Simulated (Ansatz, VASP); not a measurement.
# Si15Rh in VASP and in Ansatz

File INCAR:

```
SYSTEM = Si15Rh
PREC = Accurate ; ENCUT = 520
EDIFF = 1E-6 ; ISMEAR = 0
SIGMA = 0.05 ; LREAL = Auto
LASPH = .True. ; NELM = 150
ALGO = Normal ; ISIF = 2
LWAVE = .False. ; LCHARG = .False.
LMAXMIX = 4 ; LDAU = .True.
LDAUTYPE = 2 ; LDAUL = 2 -1
LDAUU = 4 0 ; LDAUJ = 0 0
LDAUPRINT = 1 ; GGA = PS
NBANDS = 52
```

KPOINTS

```
regular mesh
0
Gamma
  3 3 3
  0 0 0
```

POSCAR

```
Si15Rh
1.0
    0.0000000000      5.4370000000      5.4370000000
    5.4370000000      0.0000000000      5.4370000000
    5.4370000000      5.4370000000      0.0000000000
Rh Si
1 15
Direct
    1.0000000000      1.0000000000      0.0000000000
    0.9990934051      0.9990934051      0.5009065949
    0.9990934051      0.5009065949      0.9990934051
    0.9990934051      0.5009065949      0.5009065949
    0.5009065949      0.9990934051      0.9990934051
    0.5009065949      0.9990934051      0.5009065949
    0.5009065949      0.5009065949      0.9990934051
    0.5000000000      0.5000000000      0.5000000000
    0.1232214265      0.1232214265      0.1232214265
    0.1232214265      0.1232214265      0.6303357206
    0.1232214265      0.6303357206      0.1232214265
    0.1251791258      0.6249402914      0.6249402914
    0.6303357206      0.1232214265      0.1232214265
    0.6249402914      0.1251791258      0.6249402914
    0.6249402914      0.6249402914      0.1251791258
    0.6249402914      0.6249402914      0.6249402914
```

Input for Ansatz:

```yaml
crystal:
  lattice:
    - [0.0, 5.437, 5.437]
    - [5.437, 0.0, 5.437]
    - [5.437, 5.437, 0.0]
  atoms:
    - { symbol: Rh, position: [1.0, 1.0, 0.0] }
    - { symbol: Si, position: [0.9990934051, 0.9990934051, 0.5009065949] }
    - { symbol: Si, position: [0.9990934051, 0.5009065949, 0.9990934051] }
    - { symbol: Si, position: [0.9990934051, 0.5009065949, 0.5009065949] }
    - { symbol: Si, position: [0.5009065949, 0.9990934051, 0.9990934051] }
    - { symbol: Si, position: [0.5009065949, 0.9990934051, 0.5009065949] }
    - { symbol: Si, position: [0.5009065949, 0.5009065949, 0.9990934051] }
    - { symbol: Si, position: [0.5, 0.5, 0.5] }
    - { symbol: Si, position: [0.1232214265, 0.1232214265, 0.1232214265] }
    - { symbol: Si, position: [0.1232214265, 0.1232214265, 0.6303357206] }
    - { symbol: Si, position: [0.1232214265, 0.6303357206, 0.1232214265] }
    - { symbol: Si, position: [0.1251791258, 0.6249402914, 0.6249402914] }
    - { symbol: Si, position: [0.6303357206, 0.1232214265, 0.1232214265] }
    - { symbol: Si, position: [0.6249402914, 0.1251791258, 0.6249402914] }
    - { symbol: Si, position: [0.6249402914, 0.6249402914, 0.1251791258] }
    - { symbol: Si, position: [0.6249402914, 0.6249402914, 0.6249402914] }
basis:
  ecutwfc: 420
  ecutrho_ratio: 4
kpoints:
  mp_grid: { grid: [3, 3, 3] }
hamiltonian:
  xc: pbesol
  hubbard: { sites: [{ site: 0, l: d, u_eff: 4.0 }] }
scf:
  occupations: { method: gaussian, width: 0.05 }
  lower_state_search: "off"
  max_iter: 150
output:
  forces: true
  stress: true
  eigenvalues: true
  populations: true
  hubbard: { sites: [{ site: 0, l: d }] }
```

Alike in both runs: task single point; functional PBEsol; k mesh 3 × 3 × 3; occupations gaussian, width 0.05 eV; no spin polarisation; Hubbard terms Rh d U = 4.0 eV.

|  | VASP | Ansatz |
| --- | --- | --- |
| version | VASP 6.6.1 | Ansatz 0.2.0 |
| potentials or method | VASP PAW PBE potentials, release 64 (Rh_pv, Si), cutoff 520 eV | scalar-relativistic, plane waves, PAW |
| valence electrons in the cell | 75 | 77 |

```tsv
	VASP	Ansatz	Ansatz less VASP
gap on the k mesh at the Fermi level (eV)	none	none	-
pressure (GPa)	-1.4	-1.3	+0.13
rms of the force components (eV/Å)	0.056	0.005	-0.0509
```

VASP's potentials were made for PBE, not for PBEsol. The programs project onto different local orbitals, so the same U acts differently, and such runs can settle in different states. Atom by atom the forces differ by 0.059 eV/Å (rms over components). A gap of «none» marks a metal or a gap that the smearing closes. VASP's potentials hold 75 valence electrons a cell and Ansatz's 77, so a difference there can come from the potentials and not from the codes. Ansatz's warnings: filled band counts differ across k points.
